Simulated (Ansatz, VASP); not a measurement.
## Sc in VASP and in Ansatz

```
Sc
1.0
     3.30880    0.00000    0.00000
    -1.65440    2.86550    0.00000
     0.00000    0.00000    5.26800
Sc
2
Direct
  0.33333 0.66667 0.25000
  0.66667 0.33333 0.75000
```

Alike in both runs: task electric field gradients; functional PBE; k mesh 13 × 13 × 7; occupations fermi-dirac, width 0.03 eV; no spin polarisation.

```csv
,VASP,Ansatz
version,VASP 6.6.1,Ansatz 0.2.0
potentials or method,"VASP PAW PBE potentials, release 64 (Sc_sv), cutoff 520 eV","all-electron PAW with datasets made for the crystal, scalar-relativistic"
```

```tsv
	VASP	Ansatz	Ansatz less VASP
pressure (GPa)	-0.6	-0.7	-0.03
traceless stress, the component that is largest in VASP (GPa)	-1.13	-1.14	-0.006
size of Vzz on the site where it differs most (V/Å²)	9.5	9.0	-0.57
```

Ansatz ran all-electron here, and VASP with PAW potentials.
